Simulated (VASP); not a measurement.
Input of a VASP 6.6.1 run:

INCAR

```
ALGO = Normal ; EDIFF = 1E-7
ENCUT = 520 ; GGA = PS
ISIF = 2 ; ISMEAR = 0
LASPH = T ; LCHARG = T
LELF = T ; LREAL = F
LVHAR = T ; LWAVE = F
NBANDS = 21 ; NELM = 60
PREC = Accurate ; SIGMA = 0.15
```

Contents of KPOINTS:

```
k-points
0
Gamma
  20 20 12
```

File POSCAR:

```
Ge
1.0
    1.4640478737     -2.5528324581      0.0000000000
    1.4640478737      2.5528324581      0.0000000000
    0.0000000000      0.0000000000      4.8838974542
Ge
2
Direct
    0.6665533700      0.3334466300      0.2500000000
    0.3334466300      0.6665533700      0.7500000000
```

Potentials or basis: VASP PAW PBE potentials, release 64 (Ge_d).

Command:

```sh
$ cat potpaw_PBE.64/Ge_d/POTCAR > POTCAR
$ mpirun -np 1 vasp_std > vasp.out
```

(1) Estimate the pressure.

(2) Predict the band gap on the k mesh.

Answers

(1) 0.5 GPa.

(2) zero (bands 14 and 15 overlap by 10.11 eV).

Caveat: the PAW data sets were made with another functional, which shifts forces and pressure a little.
